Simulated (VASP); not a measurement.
Wanted: the native input for a VASP 6.6.1 run.

```yaml
Task: single point
Functional: PBEsol
Potentials_or_basis: VASP PAW PBE potentials, release 64 (La, Ga_d)
Cutoff: 520 eV
k_mesh: 12 × 12 × 10
Occupations: fermi-dirac, width 0.15 eV
Spin: no spin polarisation
Dipole_correction: no
Further_INCAR_settings: ALGO = Normal; EDIFF = 1e-06; NBANDS = 26
```

The structure of LaGa2 lies in POSCAR:

```
LaGa2
1.0
    4.2739559530      0.0000000000      0.0000000000
   -2.1369779765      3.7013544300      0.0000000000
    0.0000000000      0.0000000000      4.3735297775
La Ga
1 2
Direct
    0.0000000000      0.0000000000      0.0000000000
    0.3333333333      0.6666666667      0.5000000000
    0.6666666667      0.3333333333      0.5000000000
```

One way to write it, as run:

INCAR

```
SYSTEM = LaGa2
PREC = Accurate ; ENCUT = 520
EDIFF = 1E-6 ; ISMEAR = -1
SIGMA = 0.15 ; LREAL = .FALSE.
LASPH = .TRUE. ; NELM = 100
ALGO = Normal ; ISIF = 2
LWAVE = .FALSE. ; LCHARG = .FALSE.
GGA = PS ; NBANDS = 26
```

KPOINTS

```
regular mesh
0
G
  12 12 10
  0 0 0
```

Potentials or basis: VASP PAW PBE potentials, release 64 (La, Ga_d).

Run with:

```sh
$ cat potpaw_PBE.64/La/POTCAR potpaw_PBE.64/Ga_d/POTCAR > POTCAR
$ mpirun -np 1 vasp_std > vasp.out
```

Results of the run:

```json
{
  "Pressure": "0.0 GPa"
}
```

Caveat: the PAW data sets were made with another functional, which shifts forces and pressure a little.

Run time: 2.9 min on 1 thread of Intel(R) Xeon(R) Platinum 8259CL CPU @ 2.50GHz (Skylake/Cascade Lake) (shared host), peak memory 0.35 GiB.
